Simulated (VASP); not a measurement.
# Ga (P1) in VASP: single point with r2SCAN

Aim: the single point of Ga with r2SCAN.

All numbers are computed with VASP 6.6.1; they aren't measurements. Logs are shortened: lines on timing, memory, paths and dates and some standing lists are left out, and cuts for length are marked.

**1. The cell of the first run**

The typed cell holds 4 atoms: a = 8.515 Å, b = 4.257 Å, c = 3.332 Å, α = 90.66°, β = 90.66°, γ = 142.09°.

**2. Single point, r2SCAN**

File POSCAR:

```
Ga
1.0
    2.7660000000     -8.0530000000      0.0000000000
    1.3830000000      4.0265000000      0.0000000000
   -0.1174474948      0.0000000000      3.3299294416
Ga
4
Direct
    0.4414036109      0.1899948538      0.2448436264
    0.9198396315      0.0981091649      0.2643001948
    0.0676072511      0.8432855316      0.6990574548
    0.5567188279      0.8619246792      0.7586292876
```

File INCAR.step1:

```
SYSTEM = Ga
PREC = Accurate
ENCUT = 440
ISMEAR = -1
SIGMA = 0.08
LREAL = .False.
LASPH = .True.
NELM = 120
NBANDS = 34
GGA = PE
ALGO = Normal
EDIFF = 1E-5
LWAVE = .True.
LCHARG = .False.
GGA_COMPAT = .False.
```

File INCAR.step2:

```
SYSTEM = Ga
PREC = Accurate
ENCUT = 440
EDIFF = 1E-6
ISMEAR = -1
SIGMA = 0.08
LREAL = .False.
LASPH = .True.
NELM = 120
ALGO = Normal
ISIF = 2
LWAVE = .False.
LCHARG = .True.
METAGGA = R2SCAN
LMIXTAU = .True.
LELF = .True.
LVHAR = .True.
NBANDS = 34
ISTART = 1
GGA_COMPAT = .False.
```

File KPOINTS:

```
Automatic mesh
0
Gamma
  4 7 6
  0 0 0
```

Potentials or basis: VASP PAW PBE potentials, release 64 (Ga_d).

On the command line:

```console
$ cat potpaw_PBE.64/Ga_d/POTCAR > POTCAR
$ cp INCAR.step1 INCAR
$ mpirun -np 1 vasp_std > vasp.out
$ cp INCAR.step2 INCAR
$ mpirun -np 1 vasp_std > vasp.out
```

OUTCAR:

```text
SYSTEM = Ga
   PREC = Accurate
   ENCUT = 440
   EDIFF = 1E-6
   ISMEAR = -1
   LREAL = .False.
   LASPH = .True.
   NELM = 120
   ISIF = 2
   METAGGA = R2SCAN
   ISTART = 1

 ion  position               nearest neighbor table
   1  0.441  0.190  0.245-   2 2.59   3 2.71   4 2.74   4 2.74   4 2.77   3 2.83   4 2.83
   2  0.920  0.098  0.264-   1 2.59   3 2.65   3 2.70   4 2.89   3 2.91
   3  0.068  0.843  0.699-   2 2.65   2 2.70   1 2.71   4 2.77   4 2.79   1 2.83   2 2.91
   4  0.557  0.862  0.759-   1 2.74   1 2.74   3 2.77   1 2.77   3 2.79   1 2.83   2 2.89

  LATTYP: Found a triclinic cell.
 ALAT       =     5.5320000000
 B/A-ratio  =     0.7695937349
 C/A-ratio  =     0.6023138106
 COS(alpha) =     0.0114503101
 COS(beta)  =     0.0352483478
 COS(gamma) =     0.3248467194

  Lattice vectors:

 A1 = (  -5.5320000000,   0.0000000000,   0.0000000000)
 A2 = (  -1.3830000000,  -4.0265000000,   0.0000000000)
 A3 = (  -0.1174474948,   0.0000000000,   3.3299294416)

Analysis of symmetry for initial positions (statically):
=====================================================================
 Subroutine PRICEL returns:
 Original cell was already a primitive cell.

 Routine SETGRP: Setting up the symmetry group for a
 triclinic supercell.

 Subroutine GETGRP returns: Found  1 space group operations
 (whereof  1 operations were pure point group operations)
 out of a pool of  2 trial point group operations.

The static configuration has the point symmetry C_1 .

Analysis of symmetry for dynamics (positions and initial velocities):
=====================================================================
 Subroutine PRICEL returns:
 Original cell was already a primitive cell.

 Routine SETGRP: Setting up the symmetry group for a
 triclinic supercell.

 Subroutine GETGRP returns: Found  1 space group operations
 (whereof  1 operations were pure point group operations)
 out of a pool of  2 trial point group operations.

The dynamic configuration has the point symmetry C_1 .

 Subroutine INISYM returns: Found  1 space group operations
 (whereof  1 operations are pure point group operations),
 and found     1 'primitive' translations

----------------------------------------------------------------------------------------

[... 93 lines left out ...]
   LASPH  =      T    aspherical Exc in radial PAW
   ENCUT  =  440.0 eV  32.34 Ry    5.69 a.u.  14.56  7.28  5.70*2*pi/ulx,y,z
   NELM   =    120;   NELMIN=  2; NELMDL=  0     # of ELM steps
   EDIFF  = 0.1E-05   stopping-criterion for ELM
   LREAL  =      F    real-space projection
   EDIFFG = 0.1E-04   stopping-criterion for IOM
   NSW    =      0    number of steps for IOM
   IBRION =     -1    ionic relax: 0-MD 1-quasi-New 2-CG
   NFREE  =      0    steps in history (QN), initial steepest desc. (CG)
   ISIF   =      2    stress and relaxation
   ISYM   =      2    0-nonsym 1-usesym 2-fastsym
   POTIM  = 0.5000    time-step for ionic-motion
   TEBEG  =    0.0;   TEEND  =   0.0 temperature during run
   PSTRESS=    0.0 pullay stress
   NELECT =      52.0000    total number of electrons
   NUPDOWN=      -1.0000    fix difference up-down
   EMIN   =  10.00;   EMAX   =-10.00  energy-range for DOS
   EFERMI =   0.00;   METHOD = LEGACY
   ISMEAR =    -1;   SIGMA  =   0.08  broadening in eV -4-tet -1-fermi 0-gaus
   EFERMI_NEDOS =   21; number of points for ismear=-14 and -15
   IALGO  =     38    algorithm
   IMIX   =      4    mixing-type and parameters
     AMIX     =   0.40;   BMIX     =  1.00
     AMIX_MAG =   1.60;   BMIX_MAG =  1.00
  volume/ion in A,a.u.               =      18.54       125.14
  Fermi-wavevector in a.u.,A,eV,Ry     =   1.454323  2.748273 28.777089  2.115056
  Thomas-Fermi vector in A             =   2.571487
   LORBIT       =      0    0 simple, 1 ext, 2 COOP (PROOUT), +10 PAW based schemes
   METAGGA = R2SCAN    functional components
   LHFCALC =     F    Hartree Fock is set to
   AEXX    =    0.0000 exact exchange contribution
   IVDW    =     0    specifies the selected vdW correction
   LEPSILON=     F    determine dielectric tensor
   LRPA    =     F    only Hartree local field effects (RPA)
 non-spin polarized calculation
  energy-cutoff  :      440.00
  volume of cell :       74.17
 maximum number of plane-waves:      1569
 NGX is ok and might be reduce to    60
   NGX = 29   NGY = 15   NGZ = 11

 number of electron      52.0000006 magnetization

 Free energy of the ion-electron system (eV)
  ---------------------------------------------------
  ext. energy  EPLUGINS =         0.00000000
  ---------------------------------------------------
  free energy    TOTEN  =       -45.35289990 eV

  energy without entropy =      -45.32643536  energy(sigma->0) =      -45.33966763

 E-fermi :   5.5478     XC(G=0): -12.1321

 val. band max:        5.5462594406   @ k =   0.2500   0.4286   0.1667
 cond. band min:       5.5505215639   @ k =  -0.2500  -0.1429   0.1667
 fundamental gap:      0.0042621234
 Fermi energy:         5.5478476041

 k-point     1 :       0.0000    0.0000    0.0000
  band No.  band energies     occupation
      1     -10.1981      2.00000
      2     -10.1667      2.00000
      3     -10.1264      2.00000
      4     -10.1085      2.00000
      5     -10.0977      2.00000
      6     -10.0735      2.00000
[... 877 lines left out ...]
     33      13.8872      0.00000
     34      14.6936      0.00000

 [... further k-points ...]

------------------------ aborting loop because EDIFF is reached ----------------------------------------

  FORCE on cell =-STRESS in cart. coord.  units (eV):
  Direction    XX          YY          ZZ          XY          YZ          ZX
  --------------------------------------------------------------------------------------
  -------------------------------------------------------------------------------------
  Total        0.0840408     -0.4678807     -0.2896628      0.1280926      0.1737475     -0.0208040
  in kB        1.8153320    -10.1064997     -6.2568890      2.7668768      3.7530501     -0.4493794
  external PRESSURE =      -4.8493522 kB  Pullay stress =       0.0000000 kB

 VOLUME and BASIS-vectors are now :
 -----------------------------------------------------------------------------
  energy-cutoff  :      440.00
  volume of cell :       74.17
      direct lattice vectors                 reciprocal lattice vectors
     2.766000000 -8.053000000  0.000000000     0.180766450 -0.062088663  0.006375681
     1.383000000  4.026500000  0.000000000     0.361532899  0.124177325  0.012751361
    -0.117447495  0.000000000  3.329929442     0.000000000  0.000000000  0.300306663

 POSITION                                       TOTAL-FORCE (eV/Angst)
 -----------------------------------------------------------------------------------
      1.45493     -2.78961      0.81531        -0.527167     -0.534657     -0.152304
      2.64892     -7.01243      0.88010         0.477672     -0.086797     -0.190316
      1.27116      2.85105      2.32781        -0.166190      0.190603      0.282882
      2.64283     -1.01272      2.52618         0.215685      0.430851      0.059738
 -----------------------------------------------------------------------------------
    total drift:                                0.002892     -0.007347     -0.010508

  FREE ENERGIE OF THE ION-ELECTRON SYSTEM (eV)
  ---------------------------------------------------
  free  energy   TOTEN  =       -45.3528998996 eV

  energy  without entropy=      -45.3264353580  energy(sigma->0) =      -45.33966763
```

OUTCAR.step1:

```text
SYSTEM = Ga
   PREC = Accurate
   ENCUT = 440
   ISMEAR = -1
   LREAL = .False.
   LASPH = .True.
   NELM = 120
[... 1120 lines left out ...]
      2.64892     -7.01243      0.88010         0.523477     -0.135305     -0.241398
      1.27116      2.85105      2.32781        -0.185082      0.202816      0.325921
      2.64283     -1.01272      2.52618         0.232542      0.504116      0.060690
 -----------------------------------------------------------------------------------
    total drift:                                0.000012     -0.000260     -0.001500

  FREE ENERGIE OF THE ION-ELECTRON SYSTEM (eV)
  ---------------------------------------------------
  free  energy   TOTEN  =       -11.4513894987 eV

  energy  without entropy=      -11.4232482193  energy(sigma->0) =      -11.43731886
```

Run time: 23 min. Hardware: 1 thread of Oxide Virtual Turin-like, shared host; peak memory 0.24 GiB.

Results:

* Free energy: -45.3529 eV
* Pressure: -0.5 GPa
* Largest force: 0.766 eV/Å
* Band gap on the k mesh: zero (bands 26 and 27 overlap by 5.00 eV)

Forces in eV/Å, atoms in the order of the input:
```
Ga  -0.527 -0.535 -0.152
Ga   0.478 -0.087 -0.190
Ga  -0.166  0.191  0.283
Ga   0.216  0.431  0.060
```

Levels at points of the mesh, in eV from the Fermi level:
```csv
k point,band 23,band 24,band 25,band 26,band 27,band 28,band 29,band 30
"(0.00, 0.00, 0.00)",-5.45,-2.19,-1.66,-1.48,0.40,1.67,5.52,6.36
"(0.50, 0.00, 0.00)",-2.95,-2.83,0.91,1.66,1.89,2.06,3.00,3.45
"(0.00, 0.00, 0.50)",-3.12,-2.87,-1.82,-1.64,1.25,1.70,2.01,2.72
"(0.50, 0.00, 0.50)",-6.67,-6.19,0.55,1.13,1.24,1.46,4.11,4.52
```

Caveat: the PAW data sets were made with another functional, which shifts forces and pressure a little.
